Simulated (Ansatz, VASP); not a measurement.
## Two plane-wave programs on Ge

```
Ge
1.0
     1.52999   -2.66782    0.00000
     1.52999    2.66782    0.00000
     0.00000    0.00000    4.47197
Ge
2
Direct
  0.66655 0.33345 0.25000
  0.33345 0.66655 0.75000
```

Alike in both runs: task single point; functional PBEsol; k mesh 20 × 20 × 12; occupations gaussian, width 0.15 eV; no spin polarisation.

```csv
,VASP,Ansatz
version,VASP 6.6.1,Ansatz 0.2.0
potentials or method,"VASP PAW PBE potentials, release 64 (Ge_d), cutoff 520 eV","scalar-relativistic, plane waves, PAW"
valence electrons in the cell,28,28
```

VASP gave:

```
gap on the k mesh at the Fermi level (eV)                     : none
pressure (GPa)                                                : 0.9
traceless stress, the component that is largest in VASP (GPa) : 2.27
rms of the force components (eV/Å)                            : 0.004
```

**Question.** What did Ansatz give for the same quantities?

**Answer.** gap on the k mesh at the Fermi level (eV): none; pressure (GPa): 0.8; traceless stress, the component that is largest in VASP (GPa): 2.27; rms of the force components (eV/Å): 0.004.

VASP's potentials were made for PBE, not for PBEsol. Atom by atom the forces differ by 0.000 eV/Å (rms over components). A gap of «none» marks a metal or a gap that the smearing closes.
